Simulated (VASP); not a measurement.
# ZnS (I-4m2) in VASP: further runs

ZnS is run at these levels: PBE; tasks: single point.

Everything below comes from runs of VASP 6.6.1. Logs are shortened: lines on timing, memory, paths and dates and some standing lists are left out, and cuts for length are marked.

## (1) The cell of the first run

Symmetry: I-4m2, No. 119, tetragonal system. Conventional cell: a = 3.825 Å, b = 3.825 Å, c = 5.842 Å, α = 90.00°, β = 90.00°, γ = 90.00°. Zn (site symmetry -4m2) has 4 S at 2.41 Å within 3.2 Å. S (site symmetry -4m2) has 4 Zn at 2.41 Å within 3.2 Å.

## (2) Single point, PBE (strain +0.000 along x and y, +0.080 along z)

INCAR reads:

```
  PREC = Accurate
  ENCUT = 520
  EDIFF = 1E-7
  ISMEAR = 0
  SIGMA = 0.05
  LREAL = F
  LASPH = T
  NELM = 60
  ALGO = Normal
  ISIF = 2
  LWAVE = F
  LCHARG = F
  GGA = PE
  NBANDS = 16
```

KPOINTS reads:

```
regular mesh
0
Gamma
  10 10 10
```

POSCAR reads:

```
ZnS
1.0
    0.0000000000      2.7046500000      2.9210220000
    2.7046500000      0.0000000000      2.9210220000
    2.7046500000      2.7046500000      0.0000000000
Zn S
1 1
Direct
    0.0000000000      0.0000000000      0.0000000000
    0.7500000000      0.7500000000      0.7500000000
```

Potentials or basis: VASP PAW PBE potentials, release 64 (Zn, S).

The run is started by

```sh
$ cat potpaw_PBE.64/Zn/POTCAR potpaw_PBE.64/S/POTCAR > POTCAR
$ mpirun -np 1 vasp_std > vasp.out
```

OUTCAR:

```text
PREC = Accurate
   ENCUT = 520
   EDIFF = 1E-7
   ISMEAR = 0
   LREAL = F
   LASPH = T
   NELM = 60
   ISIF = 2
   GGA = PE

 ion  position               nearest neighbor table
   1  0.000  0.000  0.000-   2 2.41   2 2.41   2 2.41   2 2.41
   2  0.750  0.750  0.750-   1 2.41   1 2.41   1 2.41   1 2.41

  LATTYP: Found a body centered tetragonal cell.
 ALAT       =     3.8249527115
 C/A-ratio  =     1.5273506474

  Lattice vectors:

 A1 = (  -2.7046500000,   0.0000000000,   2.9210220000)
 A2 = (   2.7046500000,   0.0000000000,   2.9210220000)
 A3 = (   0.0000000000,   2.7046500000,  -2.9210220000)

Analysis of symmetry for initial positions (statically):
=====================================================================
 Subroutine PRICEL returns:
 Original cell was already a primitive cell.

 Routine SETGRP: Setting up the symmetry group for a
 body centered tetragonal supercell.

 Subroutine GETGRP returns: Found  8 space group operations
 (whereof  8 operations were pure point group operations)
 out of a pool of 16 trial point group operations.

The static configuration has the point symmetry D_2d.

Analysis of symmetry for dynamics (positions and initial velocities):
=====================================================================
 Subroutine PRICEL returns:
 Original cell was already a primitive cell.

 Routine SETGRP: Setting up the symmetry group for a
 body centered tetragonal supercell.

 Subroutine GETGRP returns: Found  8 space group operations
 (whereof  8 operations were pure point group operations)
 out of a pool of 16 trial point group operations.

The dynamic configuration has the point symmetry D_2d.

 Subroutine INISYM returns: Found  8 space group operations
 (whereof  8 operations are pure point group operations),
 and found     1 'primitive' translations

----------------------------------------------------------------------------------------

                                     Primitive cell

  volume of cell :      42.7353

  direct lattice vectors                    reciprocal lattice vectors
     0.000000000  2.704650000  2.921022000    -0.184866803  0.184866803  0.171172966
     2.704650000  0.000000000  2.921022000     0.184866803 -0.184866803  0.171172966
     2.704650000  2.704650000  0.000000000     0.184866803  0.184866803 -0.171172966

  length of vectors
     3.980892004  3.980892004  3.824952711     0.312492647  0.312492647  0.312492647

  position of ions in fractional coordinates (direct lattice)
     0.000000000  0.000000000  0.000000000
     0.750000000  0.750000000  0.750000000

  ion indices of the primitive-cell ions
   primitive index   ion index
                 1           1
                 2           2

----------------------------------------------------------------------------------------

 KPOINTS: regular mesh

Automatic generation of k-mesh.
 Grid dimensions read from file:
 generate k-points for:   10   10   10

 Generating k-lattice:

  Cartesian coordinates                     Fractional coordinates (reciprocal lattice)
    -0.018486680  0.018486680  0.017117297     0.100000000  0.000000000  0.000000000
     0.018486680 -0.018486680  0.017117297     0.000000000  0.100000000  0.000000000
     0.018486680  0.018486680 -0.017117297    -0.000000000 -0.000000000  0.100000000

  Length of vectors
     0.031249265  0.031249265  0.031249265

  Shift w.r.t. Gamma in fractional coordinates (k-lattice)
     0.000000000  0.000000000  0.000000000

 Subroutine IBZKPT returns following result:
 ===========================================

 Found    102 irreducible k-points:

 Following reciprocal coordinates:
            Coordinates               Weight
  0.000000  0.000000  0.000000      1.000000
  0.100000 -0.000000  0.000000      8.000000
  0.200000 -0.000000  0.000000      8.000000
  0.300000  0.000000  0.000000      8.000000
  0.400000  0.000000  0.000000      8.000000
  0.500000  0.000000  0.000000      4.000000
[... 16 lines left out ...]
  0.300000  0.300000  0.000000      2.000000
  0.400000  0.300000  0.000000      8.000000
 [... further k-points ...]
   k-points           NKPTS =    102   k-points in BZ     NKDIM =    102   number of bands    NBANDS=     16
   number of dos      NEDOS =    301   number of ions     NIONS =      2
   total plane-waves  NPLWV =  25200
   dimension x,y,z NGX =    30 NGY =   30 NGZ =   28
   dimension x,y,z NGXF=    60 NGYF=   60 NGZF=   56
   ions per type =               1   1
   NGX,Y,Z   is equivalent  to a cutoff of  12.53, 12.53, 12.17 a.u.
   NGXF,Y,Z  is equivalent  to a cutoff of  25.06, 25.06, 24.34 a.u.
 SYSTEM =  unknown system
   PREC   = accura    normal or accurate (medium, high low for compatibility)
   ISTART =      0    job   : 0-new  1-cont  2-samecut
   ICHARG =      2    charge: 1-file 2-atom 10-const
   ISPIN  =      1    spin polarized calculation?
   LNONCOLLINEAR =      F non collinear calculations
   LSORBIT =      F    spin-orbit coupling
   LASPH  =      T    aspherical Exc in radial PAW
   ENCUT  =  520.0 eV  38.22 Ry    6.18 a.u.   7.40  7.40  7.11*2*pi/ulx,y,z
   NELM   =     60;   NELMIN=  2; NELMDL= -5     # of ELM steps
   EDIFF  = 0.1E-06   stopping-criterion for ELM
   LREAL  =      F    real-space projection
   EDIFFG = 0.1E-05   stopping-criterion for IOM
   NSW    =      0    number of steps for IOM
   IBRION =     -1    ionic relax: 0-MD 1-quasi-New 2-CG
   NFREE  =      0    steps in history (QN), initial steepest desc. (CG)
   ISIF   =      2    stress and relaxation
   ISYM   =      2    0-nonsym 1-usesym 2-fastsym
   POTIM  = 0.5000    time-step for ionic-motion
   TEBEG  =    0.0;   TEEND  =   0.0 temperature during run
   PSTRESS=    0.0 pullay stress
   NELECT =      18.0000    total number of electrons
   NUPDOWN=      -1.0000    fix difference up-down
   EMIN   =  10.00;   EMAX   =-10.00  energy-range for DOS
   EFERMI =   0.00;   METHOD = LEGACY
   ISMEAR =     0;   SIGMA  =   0.05  broadening in eV -4-tet -1-fermi 0-gaus
   EFERMI_NEDOS =   21; number of points for ismear=-14 and -15
   IALGO  =     38    algorithm
   IMIX   =      4    mixing-type and parameters
     AMIX     =   0.40;   BMIX     =  1.00
     AMIX_MAG =   1.60;   BMIX_MAG =  1.00
  volume/ion in A,a.u.               =      21.37       144.20
  Fermi-wavevector in a.u.,A,eV,Ry     =   1.227166  2.319008 20.489511  1.505937
  Thomas-Fermi vector in A             =   2.362140
   LORBIT       =      0    0 simple, 1 ext, 2 COOP (PROOUT), +10 PAW based schemes
   GGA     = PE    functional components
   LHFCALC =     F    Hartree Fock is set to
   AEXX    =    0.0000 exact exchange contribution
   IVDW    =     0    specifies the selected vdW correction
   LEPSILON=     F    determine dielectric tensor
   LRPA    =     F    only Hartree local field effects (RPA)
 non-spin polarized calculation
 Gauss-broadening in eV      SIGMA  =   0.05
  energy-cutoff  :      520.00
  volume of cell :       42.74
 maximum number of plane-waves:      1163
 NGX is ok and might be reduce to    30
   NGX = 15   NGY = 15   NGZ = 15

 number of electron      17.9999991 magnetization

 Free energy of the ion-electron system (eV)
  ---------------------------------------------------
  ext. energy  EPLUGINS =         0.00000000
  ---------------------------------------------------
  free energy    TOTEN  =        -6.80290531 eV

  energy without entropy =       -6.80290531  energy(sigma->0) =       -6.80290531

 E-fermi :   1.7463     XC(G=0):  -9.2651

 val. band max:        1.4885458289   @ k =   0.0000   0.0000   0.0000
 cond. band min:       3.1379720662   @ k =   0.0000   0.0000   0.0000
 fundamental gap:      1.6494262372
 Fermi energy:         1.7463436369

 k-point     1 :       0.0000    0.0000    0.0000
  band No.  band energies     occupation
      1     -11.2086      2.00000
      2      -4.6864      2.00000
      3      -4.6410      2.00000
      4      -4.6410      2.00000
      5      -4.2625      2.00000
      6      -4.2502      2.00000
[... 8 lines left out ...]
     15      12.9572      0.00000
     16      13.6873      0.00000

 k-point     2 :       0.1000   -0.0000    0.0000
  band No.  band energies     occupation
      1     -11.1428      2.00000
      2      -4.6778      2.00000
      3      -4.6355      2.00000
      4      -4.6290      2.00000
      5      -4.2618      2.00000
      6      -4.2524      2.00000
[... 8 lines left out ...]
     15      13.1761      0.00000
     16      13.4584      0.00000

 k-point     3 :       0.2000   -0.0000    0.0000
  band No.  band energies     occupation
      1     -10.9625      2.00000
      2      -4.6519      2.00000
      3      -4.6103      2.00000
      4      -4.5990      2.00000
      5      -4.2566      2.00000
      6      -4.2561      2.00000
[... 8 lines left out ...]
     15      12.5888      0.00000
     16      13.8007      0.00000

 k-point     4 :       0.3000    0.0000    0.0000
  band No.  band energies     occupation
      1     -10.7200      2.00000
      2      -4.6149      2.00000
      3      -4.5657      2.00000
      4      -4.5299      2.00000
      5      -4.2555      2.00000
      6      -4.2419      2.00000
[... 8 lines left out ...]
     15      12.6664      0.00000
     16      13.3905      0.00000

 k-point     5 :       0.4000    0.0000    0.0000
  band No.  band energies     occupation
      1     -10.5046      2.00000
      2      -4.5949      2.00000
      3      -4.5433      2.00000
      4      -4.3286      2.00000
      5      -4.2492      2.00000
      6      -4.2166      2.00000
[... 8 lines left out ...]
     15      13.5153      0.00000
     16      13.9516      0.00000

 k-point     6 :       0.5000    0.0000    0.0000
  band No.  band energies     occupation
      1     -10.4168      2.00000
      2      -4.5894      2.00000
      3      -4.5361      2.00000
      4      -4.2452      2.00000
      5      -4.2266      2.00000
      6      -4.0849      2.00000
[... 8 lines left out ...]
     15      14.3500      0.00000
     16      14.6992      0.00000

 k-point     7 :       0.1000    0.1000    0.0000
  band No.  band energies     occupation
      1     -11.1289      2.00000
      2      -4.6905      2.00000
      3      -4.6193      2.00000
      4      -4.6193      2.00000
      5      -4.2717      2.00000
      6      -4.2460      2.00000
[... 8 lines left out ...]
     15      13.5329      0.00000
     16      13.7934      0.00000

 k-point     8 :       0.2000    0.1000    0.0000
  band No.  band energies     occupation
      1     -10.9934      2.00000
      2      -4.6798      2.00000
      3      -4.5932      2.00000
      4      -4.5898      2.00000
      5      -4.2771      2.00000
      6      -4.2435      2.00000
[... 8 lines left out ...]
     15      13.5205      0.00000
     16      14.4176      0.00000

 k-point     9 :       0.3000    0.1000    0.0000
  band No.  band energies     occupation
      1     -10.7740      2.00000
      2      -4.6365      2.00000
      3      -4.5546      2.00000
      4      -4.5441      2.00000
      5      -4.2704      2.00000
      6      -4.2421      2.00000
[... 8 lines left out ...]
     15      13.3909      0.00000
     16      14.2422      0.00000
[... 172 lines left out ...]
 k-point    19 :       0.5000    0.2000    0.0000
  band No.  band energies     occupation
      1     -10.3625      2.00000
      2      -4.5801      2.00000
      3      -4.4790      2.00000
      4      -4.3097      2.00000
      5      -4.2366      2.00000
      6      -4.1427      2.00000
[... 8 lines left out ...]
     15      14.5658      0.00000
     16      15.1565      0.00000

 k-point    20 :      -0.4000    0.2000    0.0000
  band No.  band energies     occupation
      1     -10.3242      2.00000
      2      -4.5733      2.00000
      3      -4.4869      2.00000
      4      -4.2804      2.00000
      5      -4.2535      2.00000
      6      -4.0531      2.00000
[... 8 lines left out ...]
     15      13.3445      0.00000
     16      15.1356      0.00000

 k-point    21 :      -0.3000    0.2000    0.0000
  band No.  band energies     occupation
      1     -10.4285      2.00000
      2      -4.5774      2.00000
      3      -4.5121      2.00000
      4      -4.3919      2.00000
      5      -4.2707      2.00000
      6      -4.1527      2.00000
[... 8 lines left out ...]
     15      14.4139      0.00000
     16      15.5747      0.00000

 k-point    22 :      -0.2000    0.2000    0.0000
  band No.  band energies     occupation
      1     -10.6236      2.00000
      2      -4.6031      2.00000
      3      -4.5488      2.00000
      4      -4.5242      2.00000
      5      -4.2762      2.00000
      6      -4.1991      2.00000
[... 8 lines left out ...]
     15      14.1351      0.00000
     16      15.1472      0.00000

 k-point    23 :       0.3000    0.3000    0.0000
  band No.  band energies     occupation
      1     -10.6124      2.00000
      2      -4.6750      2.00000
      3      -4.4757      2.00000
      4      -4.4757      2.00000
      5      -4.2979      2.00000
      6      -4.2209      2.00000
[... 8 lines left out ...]
     15      14.5498      0.00000
     16      17.1625      0.00000

 k-point    24 :       0.4000    0.3000    0.0000
  band No.  band energies     occupation
      1     -10.4491      2.00000
      2      -4.6351      2.00000
      3      -4.4403      2.00000
      4      -4.4312      2.00000
      5      -4.2601      2.00000
      6      -4.2178      2.00000
[... 8 lines left out ...]
     15      14.8283      0.00000
     16      16.5157      0.00000

 [... further k-points ...]
[... 5 lines left out ...]
  --------------------------------------------------------------------------------------
  -------------------------------------------------------------------------------------
  Total       -0.6136738     -0.6136738     -1.5862753      0.0000000     -0.0000000      0.0000000
  in kB      -23.0070638    -23.0070638    -59.4705785      0.0000000     -0.0000000      0.0000000
  external PRESSURE =     -35.1615687 kB  Pullay stress =       0.0000000 kB

 VOLUME and BASIS-vectors are now :
 -----------------------------------------------------------------------------
  energy-cutoff  :      520.00
  volume of cell :       42.74
      direct lattice vectors                 reciprocal lattice vectors
     0.000000000  2.704650000  2.921022000    -0.184866803  0.184866803  0.171172966
     2.704650000  0.000000000  2.921022000     0.184866803 -0.184866803  0.171172966
     2.704650000  2.704650000  0.000000000     0.184866803  0.184866803 -0.171172966

 POSITION                                       TOTAL-FORCE (eV/Angst)
 -----------------------------------------------------------------------------------
      0.00000      0.00000      0.00000         0.000000      0.000000      0.000000
      4.05697      4.05697      4.38153        -0.000000     -0.000000      0.000000
 -----------------------------------------------------------------------------------
    total drift:                                0.000010      0.000010      0.000001

  FREE ENERGIE OF THE ION-ELECTRON SYSTEM (eV)
  ---------------------------------------------------
  free  energy   TOTEN  =        -6.8029053096 eV

  energy  without entropy=       -6.8029053096  energy(sigma->0) =       -6.80290531
```

It took 2 min on 1 thread of Intel Xeon 8259CL, shared host; peak memory 0.21 GiB.

What came out:

| Quantity | Value |
| --- | --- |
| Free energy | -6.8029 eV |
| Pressure | -3.5 GPa |
| Band gap on the k mesh | 1.65 eV, direct |

Levels at points of the mesh, in eV from the valence-band top:
```
           k point  band 7  band 8  band 9  band 10  band 11  band 12
(0.00, 0.00, 0.00)   -0.29    0.00    0.00     1.65     6.38     6.38
(0.50, 0.00, 0.00)   -4.85   -1.05   -0.64     2.98     6.66     7.19
(0.50, 0.50, 0.00)   -4.62   -1.77   -1.77     3.74     4.43     9.81
(0.50, 0.00, 0.50)   -4.18   -2.20   -2.07     3.38     3.74    10.55
```

Caveat: the cell differs from its parent crystal (strain +0.000 along x and y, +0.080 along z).

## (3) Single point, PBE (strain +0.040 along x and y, +0.000 along z)

INCAR reads:

```
SYSTEM = ZnS
  PREC = Accurate
  ENCUT = 520
  EDIFF = 1E-7
  ISMEAR = 0
  SIGMA = 0.05
  LREAL = .False.
  LASPH = .True.
  NELM = 60
  ALGO = Normal
  ISIF = 2
  LWAVE = .False.
  LCHARG = .False.
  GGA = PE
  NBANDS = 16
```

KPOINTS reads:

```
regular mesh
0
Gamma
  10 10 10
  0 0 0
```

POSCAR reads:

```
ZnS
1.0
    0.0000000000      2.8128360000      2.7046500000
    2.8128360000      0.0000000000      2.7046500000
    2.8128360000      2.8128360000      0.0000000000
Zn S
1 1
Direct
    0.0000000000      0.0000000000      0.0000000000
    0.7500000000      0.7500000000      0.7500000000
```

Potentials or basis: VASP PAW PBE potentials, release 64 (Zn, S).

The run is started by

```sh
$ cat potpaw_PBE.64/Zn/POTCAR potpaw_PBE.64/S/POTCAR > POTCAR
$ mpirun -np 1 vasp_std > vasp.out
```

Run time: 2.2 min. Hardware: 1 thread of Intel Xeon 8259CL, shared host; peak memory 0.21 GiB.

Results (log left out):

* Free energy: -6.8200 eV
* Pressure: -3.5 GPa
* Band gap on the k mesh: 1.68 eV, direct

Stress tensor (GPa, compression positive):
```
-4.04  0.00  0.00
 0.00 -4.04  0.00
 0.00  0.00 -2.50
```

Levels at points of the mesh, in eV from the valence-band top:
| k point | band 7 | band 8 | band 9 | band 10 | band 11 | band 12 |
| --- | --- | --- | --- | --- | --- | --- |
| (0.00, 0.00, 0.00) | -0.12 | -0.12 | 0.00 | 1.68 | 6.36 | 6.37 |
| (0.50, 0.00, 0.00) | -4.85 | -0.93 | -0.74 | 3.05 | 6.73 | 7.06 |
| (0.50, 0.50, 0.00) | -4.17 | -2.14 | -2.14 | 3.40 | 3.73 | 10.62 |
| (0.50, 0.00, 0.50) | -4.39 | -1.98 | -1.92 | 3.56 | 4.10 | 10.21 |

Caveat: the cell differs from its parent crystal (strain +0.040 along x and y, +0.000 along z).

## (4) Single point, PBE (strain +0.080 along x and y, -0.040 along z)

INCAR reads:

```
SYSTEM = ZnS
PREC = Accurate
ENCUT = 520
EDIFF = 1E-6
ISMEAR = 0
SIGMA = 0.05
LREAL = .False.
LASPH = .True.
NELM = 100
ALGO = Normal
ISIF = 2
LWAVE = .False.
LCHARG = .False.
GGA = PE
NBANDS = 16
```

KPOINTS reads:

```
Automatic mesh
0
Gamma
  10 10 10
  0 0 0
```

POSCAR reads:

```
ZnS
1.0
    0.0000000000      2.9210220000      2.5964640000
    2.9210220000      0.0000000000      2.5964640000
    2.9210220000      2.9210220000      0.0000000000
Zn S
1 1
Direct
    0.0000000000      0.0000000000      0.0000000000
    0.7500000000      0.7500000000      0.7500000000
```

The run is started by

```sh
$ cat potpaw_PBE.64/Zn/POTCAR potpaw_PBE.64/S/POTCAR > POTCAR
$ mpirun -np 1 vasp_std > vasp.out
```

It took 2.1 min on 1 thread of Intel Xeon 8259CL, shared host; peak memory 0.22 GiB.

Results (log left out):

```
Free energy            : -6.7364 eV
Pressure               : -5.4 GPa
Band gap on the k mesh : 1.38 eV, direct
```

Stress tensor (GPa, compression positive):
```
-6.84  0.00  0.00
 0.00 -6.84  0.00
 0.00  0.00 -2.67
```

Levels at points of the mesh, in eV from the valence-band top:
```csv
k point,band 6,band 7,band 8,band 9,band 10,band 11,band 12,band 13
"(0.00, 0.00, 0.00)",-5.77,-0.30,-0.30,0.00,1.38,6.31,6.36,6.36
"(0.50, 0.00, 0.00)",-5.62,-4.71,-1.15,-0.64,2.75,6.36,7.37,8.26
"(0.50, 0.50, 0.00)",-5.51,-3.84,-2.34,-2.34,3.13,3.21,10.75,10.85
"(0.50, 0.00, 0.50)",-5.65,-4.48,-1.88,-1.70,3.64,4.22,9.56,10.34
```

Caveat: the cell differs from its parent crystal (strain +0.080 along x and y, -0.040 along z).

## (5) Overview

| cell | gap on the mesh (eV) | pressure (GPa) |
| --- | --- | --- |
| a = 3.981, b = 3.981, c = 3.825 Å, angles 61.3, 61.3, 57.4°, 2 atoms | 1.65 | -3.5 |
| a = 3.902, b = 3.902, c = 3.978 Å, angles 59.4, 59.4, 61.3°, 2 atoms | 1.68 | -3.5 |
| a = 3.908, b = 3.908, c = 4.131 Å, angles 58.1, 58.1, 63.8°, 2 atoms | 1.38 | -5.4 |

Alike in all rows: task single point; level PBE; potentials or basis VASP PAW PBE potentials, release 64 (Zn, S); no spin polarisation; k mesh 10 × 10 × 10; cutoff (eV) 520; smearing gaussian 0.05 eV.

Absolute energies hang on the potentials; compare differences alone.
